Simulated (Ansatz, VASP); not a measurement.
P in VASP and in Ansatz

The input INCAR:

```
PREC = Accurate
ENCUT = 500
EDIFF = 1E-6
ISMEAR = 0
SIGMA = 0.1
LREAL = F
LASPH = T
NELM = 120
ALGO = Normal
ISIF = 2
LWAVE = F
LCHARG = F
GGA = PE
NBANDS = 24
GGA_COMPAT = F
```

KPOINTS

```
Automatic mesh
0
Gamma
  6 4 4
```

POSCAR

```
P
1.0
    3.5174656700      0.0000000000      0.0000000000
    0.0000000000      5.4831858900      0.0000000000
    0.0000000000      0.0000000000      5.1073808500
P
6
Direct
    0.7500000000      0.3046198400      0.1196049900
    0.2500000000      0.6953801600      0.8803950100
    0.2500000000      0.3046198400      0.8803950100
    0.7500000000      0.6953801600      0.1196049900
    0.2500000000      0.0000000000      0.6189374900
    0.7500000000      0.0000000000      0.3810625100
```

Input for Ansatz:

```yaml
crystal:
  lattice:
    - [3.51746567, 0.0, 0.0]
    - [0.0, 5.48318589, 0.0]
    - [0.0, 0.0, 5.10738085]
  atoms:
    - { symbol: P, position: [0.75, 0.30461984, 0.11960499] }
    - { symbol: P, position: [0.25, 0.69538016, 0.88039501] }
    - { symbol: P, position: [0.25, 0.30461984, 0.88039501] }
    - { symbol: P, position: [0.75, 0.69538016, 0.11960499] }
    - { symbol: P, position: [0.25, 0.0, 0.61893749] }
    - { symbol: P, position: [0.75, 0.0, 0.38106251] }
basis:
  ecutwfc: 420
kpoints:
  mp_grid: { grid: [6, 4, 4] }
hamiltonian:
  xc: pbe
scf:
  occupations: { method: gaussian, width: 0.1 }
  lower_state_search: "off"
output:
  forces: true
  stress: true
  eigenvalues: true
```

Alike in both runs: task single point; functional PBE; k mesh 6 × 4 × 4; occupations gaussian, width 0.1 eV; no spin polarisation.

```csv
,VASP,Ansatz
version,VASP 6.6.1,Ansatz 0.2.0
potentials or method,"VASP PAW PBE potentials, release 64 (P), cutoff 500 eV","scalar-relativistic, plane waves, PAW"
valence electrons in the cell,30,30
```

Ansatz gave:

- gap on the k mesh at the Fermi level (eV): none
- pressure (GPa): 23.3
- traceless stress, the component that is largest in VASP (GPa): 12.36
- rms of the force components (eV/Å): 0.164

Estimate VASP's values.

gap on the k mesh at the Fermi level (eV): none; pressure (GPa): 22.9; traceless stress, the component that is largest in VASP (GPa): 12.50; rms of the force components (eV/Å): 0.159.

Atom by atom the forces differ by 0.015 eV/Å (rms over components). A gap of «none» marks a metal or a gap that the smearing closes. The functional is the same, so the differences come from potentials, cutoffs and numerics.
